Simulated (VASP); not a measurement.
# Al15ZnO24 (a cell with a defect) in VASP: single point with PBE

Aim: the single point of Al15ZnO24 (a cell with a defect) with PBE.

All numbers are computed with VASP 6.6.1; they aren't measurements. Logs are shortened: lines on timing, memory, paths and dates and some standing lists are left out, and cuts for length are marked.

**1. The cell of the first run**

The cell holds a defect, 40 atoms: a = 7.069 Å, b = 7.069 Å, c = 7.069 Å, α = 85.73°, β = 85.73°, γ = 85.73°.

**2. Single point, PBE**

File INCAR:

```
PREC = Accurate
ENCUT = 520
EDIFF = 1E-6
ISMEAR = 0
SIGMA = 0.02
LREAL = Auto
LASPH = True
NELM = 60
ALGO = Normal
ISIF = 2
LWAVE = False
LCHARG = True
GGA = PE
LELF = True
LVHAR = True
NBANDS = 126
NELECT = 202.0
```

File KPOINTS:

```
Automatic mesh
0
Gamma
  2 2 2
  0.5 0.5 0.5
```

File POSCAR:

```
Al15ZnO24
1.0
   -4.8085976127     -2.7762451261      4.3749117470
    4.8085976127     -2.7762451261      4.3749117470
    0.0000000000      5.5524902522      4.3749117470
Zn Al O
1 15 24
Direct
    0.1347875198      0.1347875198      0.1347875198
    0.6470971728      0.6457331474      0.1499439513
    0.6457331474      0.1499439513      0.6470971728
    0.1499439513      0.6470971728      0.6457331474
    0.3462115164      0.3462115164      0.3462115164
    0.8512629181      0.8501453478      0.3537740545
    0.8501453478      0.3537740545      0.8512629181
    0.3537740545      0.8512629181      0.8501453478
    0.6477431168      0.6477431168      0.6477431168
    0.1506588637      0.1479828931      0.6472777772
    0.1479828931      0.6472777772      0.1506588637
    0.6472777772      0.1506588637      0.1479828931
    0.8526843570      0.8526843570      0.8526843570
    0.3497197856      0.3513077239      0.8546875346
    0.3513077239      0.8546875346      0.3497197856
    0.8546875346      0.3497197856      0.3513077239
    0.4039420231      0.5978498483      0.7503475847
    0.9039251958      0.0974553288      0.7523869141
    0.9008028314      0.5945929966      0.2501528766
    0.4143303583      0.0949017694      0.2578136705
    0.4050293026      0.2536524667      0.5933363646
    0.9030992559      0.7480389566      0.5989257626
    0.8841473955      0.2609578785      0.0957998123
    0.4058115864      0.7553084260      0.0963737146
    0.5978498483      0.7503475847      0.4039420231
    0.0949017694      0.2578136705      0.4143303583
    0.0974553288      0.7523869141      0.9039251958
    0.5945929966      0.2501528766      0.9008028314
    0.7503475847      0.4039420231      0.5978498483
    0.2501528766      0.9008028314      0.5945929966
    0.2578136705      0.4143303583      0.0949017694
    0.7523869141      0.9039251958      0.0974553288
    0.2536524667      0.5933363646      0.4050293026
    0.7553084260      0.0963737146      0.4058115864
    0.7480389566      0.5989257626      0.9030992559
    0.2609578785      0.0957998123      0.8841473955
    0.5933363646      0.4050293026      0.2536524667
    0.0957998123      0.8841473955      0.2609578785
    0.0963737146      0.4058115864      0.7553084260
    0.5989257626      0.9030992559      0.7480389566
```

Potentials or basis: VASP PAW PBE potentials, release 64 (Zn, Al, O).

The run is started by

```console
cat potpaw_PBE.64/Zn/POTCAR potpaw_PBE.64/Al/POTCAR potpaw_PBE.64/O/POTCAR > POTCAR
mpirun -np 1 vasp_std > vasp.out
```

OUTCAR:

```text
PREC = Accurate
   ENCUT = 520
   EDIFF = 1E-6
   ISMEAR = 0
   LREAL = Auto
   LASPH = True
   NELM = 60
   ISIF = 2
   GGA = PE
   NELECT = 202.0

 ion  position               nearest neighbor table
   1  0.135  0.135  0.135-  36 1.95  38 1.95  23 1.95  31 2.21  26 2.21  20 2.21   5 2.77  14 2.83
                            16 2.83  15 2.83   6 3.18   8 3.18   7 3.18
   2  0.647  0.646  0.150-  37 1.86  24 1.87  35 1.88  19 1.98  25 1.99  32 2.02   6 2.68  15 2.82
                            16 2.82  13 2.84   7 3.25   8 3.26   5 3.27
   3  0.646  0.150  0.647-  21 1.86  34 1.87  40 1.88  28 1.98  29 1.99  18 2.02   7 2.68  16 2.82
                            14 2.82  13 2.84   8 3.25   6 3.26   5 3.27
   4  0.150  0.647  0.646-  33 1.86  39 1.87  22 1.88  30 1.98  17 1.99  27 2.02   8 2.68  14 2.82
                            15 2.82  13 2.84   6 3.25   7 3.26   5 3.27
   5  0.346  0.346  0.346-  21 1.88  37 1.88  33 1.88  31 1.94  26 1.94  20 1.94   1 2.77  10 2.79
                            12 2.79  11 2.79   2 3.27   3 3.27   4 3.27
   6  0.851  0.850  0.354-  38 1.83  34 1.87  22 1.88  25 1.97  32 1.99  19 2.00   2 2.68   9 2.80
                            11 2.82  12 2.85   1 3.18   4 3.25   3 3.26
   7  0.850  0.354  0.851-  23 1.83  39 1.87  35 1.88  29 1.97  18 1.99  28 2.00   3 2.68   9 2.80
                            12 2.82  10 2.85   1 3.18   2 3.25   4 3.26
   8  0.354  0.851  0.850-  36 1.83  24 1.87  40 1.88  17 1.97  27 1.99  30 2.00   4 2.68   9 2.80
                            10 2.82  11 2.85   1 3.18   3 3.25   2 3.26
   9  0.648  0.648  0.648-  25 1.87  17 1.87  29 1.87  35 1.99  22 1.99  40 1.99  13 2.69   6 2.80
[... 37 lines left out ...]
  39  0.096  0.406  0.755-   7 1.87   4 1.87  14 1.97  10 2.03
  40  0.599  0.903  0.748-   8 1.88   3 1.88   9 1.99  13 1.99

  LATTYP: Found a trigonal (rhomboedric) cell.
 ALAT       =     7.0689462295
 COS(alpha) =     0.0745402989

  Lattice vectors:

 A1 = (  -4.8085976127,  -2.7762451261,   4.3749117470)
 A2 = (   4.8085976127,  -2.7762451261,   4.3749117470)
 A3 = (   0.0000000000,   5.5524902522,   4.3749117470)

Analysis of symmetry for initial positions (statically):
=====================================================================
 Subroutine PRICEL returns:
 Original cell was already a primitive cell.

 Routine SETGRP: Setting up the symmetry group for a
 trigonal (rhombohedral) supercell.

 Subroutine GETGRP returns: Found  3 space group operations
 (whereof  3 operations were pure point group operations)
 out of a pool of 12 trial point group operations.

The static configuration has the point symmetry C_3 .

Analysis of symmetry for dynamics (positions and initial velocities):
=====================================================================
 Subroutine PRICEL returns:
 Original cell was already a primitive cell.
[... 180 lines left out ...]
     AMIX     =   0.40;   BMIX     =  1.00
     AMIX_MAG =   1.60;   BMIX_MAG =  1.00
  volume/ion in A,a.u.               =       8.76        59.12
  Fermi-wavevector in a.u.,A,eV,Ry     =   1.362468  2.574691 25.256759  1.856319
  Thomas-Fermi vector in A             =   2.488955
   LORBIT       =      0    0 simple, 1 ext, 2 COOP (PROOUT), +10 PAW based schemes
   GGA     = PE    functional components
   LHFCALC =     F    Hartree Fock is set to
   AEXX    =    0.0000 exact exchange contribution
   IVDW    =     0    specifies the selected vdW correction
   LEPSILON=     F    determine dielectric tensor
   LRPA    =     F    only Hartree local field effects (RPA)
 non-spin polarized calculation
 Gauss-broadening in eV      SIGMA  =   0.02
  energy-cutoff  :      520.00
  volume of cell :      350.43
 maximum number of plane-waves:      9448
 NGX is ok and might be reduce to    54
   NGX = 27   NGY = 27   NGZ = 27

 number of electron     202.0000000 magnetization

 Free energy of the ion-electron system (eV)
  ---------------------------------------------------
  ext. energy  EPLUGINS =         0.00000000
  ---------------------------------------------------
  free energy    TOTEN  =      -284.47878998 eV

  energy without entropy =     -284.47878998  energy(sigma->0) =     -284.47878998

 E-fermi :   6.1866     XC(G=0): -11.6235

 val. band max:        6.0935212287   @ k =  -0.2500   0.2500   0.2500
 cond. band min:      12.3438868522   @ k =   0.2500   0.2500   0.2500
 fundamental gap:      6.2503656235
 Fermi energy:         6.1865875391

 k-point     1 :       0.2500    0.2500    0.2500
  band No.  band energies     occupation
      1     -13.2319      2.00000
      2     -12.5329      2.00000
      3     -12.4921      2.00000
      4     -12.3931      2.00000
      5     -11.9881      2.00000
      6     -11.9713      2.00000
[... 105 lines left out ...]
    112      15.3344      0.00000
    113      15.4400      0.00000

 k-point     2 :      -0.2500    0.2500    0.2500
  band No.  band energies     occupation
      1     -13.1896      2.00000
      2     -12.5830      2.00000
      3     -12.5421      2.00000
      4     -12.4458      2.00000
      5     -12.0222      2.00000
      6     -11.9343      2.00000
[... 105 lines left out ...]
    112      15.5206      0.00000
    113      15.6451      0.00000
 [bands above 113 left out]

------------------------ aborting loop because EDIFF is reached ----------------------------------------

  FORCE on cell =-STRESS in cart. coord.  units (eV):
  Direction    XX          YY          ZZ          XY          YZ          ZX
  --------------------------------------------------------------------------------------
  -------------------------------------------------------------------------------------
  Total       19.1497522     19.1497522     18.5662852     -0.0000000      0.0000000      0.0000000
  in kB       87.5541929     87.5541929     84.8865352     -0.0000001      0.0000000      0.0000000
  external PRESSURE =      86.6649736 kB  Pullay stress =       0.0000000 kB

 VOLUME and BASIS-vectors are now :
 -----------------------------------------------------------------------------
  energy-cutoff  :      520.00
  volume of cell :      350.43
      direct lattice vectors                 reciprocal lattice vectors
    -4.808597613 -2.776245126  4.374911747    -0.103980420 -0.060033124  0.076192013
     4.808597613 -2.776245126  4.374911747     0.103980420 -0.060033124  0.076192013
     0.000000000  5.552490252  4.374911747     0.000000000  0.120066247  0.076192013

 POSITION                                       TOTAL-FORCE (eV/Angst)
 -----------------------------------------------------------------------------------
      0.00000      0.00000      1.76905        -0.000000      0.000000      0.015279
     -0.00656     -2.75665      6.31201         0.002959     -0.006084     -0.003135
     -2.38405      1.38401      6.31201        -0.006748      0.000480     -0.003135
      2.39061      1.37265      6.31201         0.003790      0.005604     -0.003135
      0.00000      0.00000      4.54393        -0.000000      0.000000      0.004896
     -0.00537     -2.75920      8.99124         0.011547     -0.003938      0.009098
[... 32 lines left out ...]
      1.48796      2.79965      5.50142         0.006817      0.003836      0.003683
      1.46265     -0.01651      9.84383        -0.001306     -0.000559     -0.002918
 -----------------------------------------------------------------------------------
    total drift:                               -0.000000      0.000002      0.018054

  FREE ENERGIE OF THE ION-ELECTRON SYSTEM (eV)
  ---------------------------------------------------
  free  energy   TOTEN  =      -284.4787899792 eV

  energy  without entropy=     -284.4787899792  energy(sigma->0) =     -284.47878998
```

OSZICAR:

```text
N       E                     dE             d eps       ncg     rms          rms(c)
DAV:   1     0.168018871600E+04    0.16802E+04   -0.10147E+05   504   0.160E+03
DAV:   2    -0.145256319392E+03   -0.18254E+04   -0.17491E+04   608   0.390E+02
DAV:   3    -0.313786191866E+03   -0.16853E+03   -0.16703E+03   588   0.134E+02
DAV:   4    -0.318430265691E+03   -0.46441E+01   -0.46263E+01   608   0.239E+01
DAV:   5    -0.318508169210E+03   -0.77904E-01   -0.77692E-01   616   0.335E+00    0.363E+01
DAV:   6    -0.283934384399E+03    0.34574E+02   -0.14594E+02   688   0.435E+01    0.136E+01
DAV:   7    -0.284424995141E+03   -0.49061E+00   -0.80836E+00   576   0.760E+00    0.855E+00
DAV:   8    -0.284480901520E+03   -0.55906E-01   -0.10767E+00   696   0.862E+00    0.187E+00
DAV:   9    -0.284468627768E+03    0.12274E-01   -0.27153E-01   752   0.908E+00    0.815E-01
DAV:  10    -0.284477336938E+03   -0.87092E-02   -0.98328E-02   648   0.113E+00    0.502E-01
DAV:  11    -0.284478538458E+03   -0.12015E-02   -0.99885E-03   752   0.595E-01    0.256E-01
DAV:  12    -0.284478754758E+03   -0.21630E-03   -0.27846E-03   744   0.293E-01    0.101E-01
DAV:  13    -0.284478815710E+03   -0.60952E-04   -0.15528E-03   720   0.575E-01    0.436E-02
DAV:  14    -0.284478792728E+03    0.22982E-04   -0.24963E-04   728   0.121E-01    0.204E-02
DAV:  15    -0.284478790961E+03    0.17665E-05   -0.78736E-05   584   0.285E-02    0.630E-03
DAV:  16    -0.284478789979E+03    0.98201E-06   -0.32248E-06   472   0.402E-02
   1 F= -.28447879E+03 E0= -.28447879E+03  d E =-.339039E-11
```

stdout:

```text
POSCAR found type information on POSCAR ZnAlO
 POSCAR found :  3 types and      40 ions
 scaLAPACK will be used
 LDA part: xc-table for (Slater+PW92), standard interpolation
 POSCAR, INCAR and KPOINTS ok, starting setup
 FFT: planning ... GRIDC
 FFT: planning ... GRID_SOFT
 FFT: planning ... GRID
 WAVECAR not read
 entering main loop
 the old and the new charge density differ
 old charge density:   201.00000 new  202.00000
    0.363E+01
```

Run time: 93 s. Hardware: 1 thread of Intel Xeon 6975P-C (Granite Rapids), shared host; peak memory 0.4 GiB.

Results:

```
Free energy   : -284.4788 eV
Largest force : 0.046 eV/Å
```

Forces in eV/Å, atoms in the order of the input:
```
Zn   0.000  0.000  0.015
Al   0.003 -0.006 -0.003
Al  -0.007  0.000 -0.003
Al   0.004  0.006 -0.003
Al   0.000  0.000  0.005
Al   0.012 -0.004  0.009
Al  -0.009 -0.008  0.009
Al  -0.002  0.012  0.009
Al   0.000  0.000  0.003
Al   0.008 -0.002 -0.004
Al  -0.005 -0.006 -0.004
Al  -0.002  0.008 -0.004
Al   0.000  0.000  0.000
Al   0.006  0.011  0.001
Al   0.007 -0.010  0.001
Al  -0.012 -0.001  0.001
O   -0.003  0.000  0.000
O    0.001  0.001  0.001
O    0.008  0.002 -0.004
O   -0.024  0.006  0.004
O   -0.003  0.004  0.008
O    0.000  0.001 -0.003
O    0.041  0.003 -0.019
O    0.000 -0.008  0.004
O    0.001  0.002  0.000
O    0.018  0.018  0.004
O    0.000 -0.001  0.001
O   -0.002 -0.008 -0.004
O    0.001 -0.002  0.000
O   -0.006  0.005 -0.004
O    0.007 -0.024  0.004
O   -0.001  0.001  0.001
O    0.005  0.000  0.008
O   -0.007  0.004  0.004
O    0.001 -0.001 -0.003
O   -0.018 -0.037 -0.019
O   -0.002 -0.005  0.008
O   -0.023  0.034 -0.019
O    0.007  0.004  0.004
O   -0.001 -0.001 -0.003
```

Caveat: the cell carries a net charge on a neutralising background, which shifts energy and pressure; the cell is charged against a uniform background, so pressure and absolute levels hang on convention.
